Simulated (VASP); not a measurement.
Write the native input for VASP 6.6.1 that does the following.

- Task: relaxation of cell and atoms
- Functional: PBE
- Potentials or basis: VASP PAW PBE potentials, release 64 (Y_sv)
- Cutoff: 600 eV
- k mesh: 12 × 12 × 12
- Occupations: fermi-dirac, width 0.05 eV
- Spin: no spin polarisation
- Target pressure: 81 GPa
- Dipole correction: no
- Further INCAR settings: ALGO = Normal; EDIFF = 1e-06; IBRION = 2; EDIFFG = -0.005; NSW = 60; ISIF = 3

The structure of Y lies in POSCAR:

```
Y
1.0
    0.0000000000      2.5621399035      2.5621399035
    2.5621399035      0.0000000000      2.5621399035
    2.5621399035      2.5621399035      0.0000000000
Y
2
Direct
   -0.1250000000     -0.1250000000     -0.1250000000
    0.1250000000      0.1250000000      0.1250000000
```

These files were run (other wordings do the same):

INCAR

```
ALGO = Normal
EDIFF = 1E-6
EDIFFG = -0.005
ENCUT = 600
GGA = PE
IBRION = 2
ISIF = 3
ISMEAR = -1
LASPH = T
LCHARG = F
LREAL = F
LWAVE = F
NELM = 80
NSW = 60
PREC = Accurate
PSTRESS = 810.0
SIGMA = 0.05
```

KPOINTS

```
k-points
0
Gamma
  12 12 12
```

Potentials or basis: VASP PAW PBE potentials, release 64 (Y_sv).

The run is started by

```console
$ cat potpaw_PBE.64/Y_sv/POTCAR > POTCAR
$ mpirun -np 1 vasp_std > vasp.out
```

It gave:

The relaxed volume is 17.40 Å³/atom and the relaxed cell is a = 3.665 Å, b = 3.665 Å, c = 3.665 Å, α = 60.00°, β = 60.00°, γ = 60.00°. The space group after relaxing (to 0.05 Å) is Fd-3m (No. 227) and the energy change on relaxing (the enthalpy is what falls) is -318.4 meV/atom. The ionic steps are 15, the pressure after relaxing is 81.0 GPa and the band gap on the k mesh is zero (band 11 reaches 7.27 eV, above the bottom of band 12 at 6.35 eV).

Caveat: the cell is relaxed towards a set pressure, so the enthalpy falls and the energy may rise.

Wall time 4.7 min on 1 thread of Intel(R) Xeon(R) Platinum 8259CL CPU @ 2.50GHz (Skylake/Cascade Lake) (shared host), peak memory 0.22 GiB.
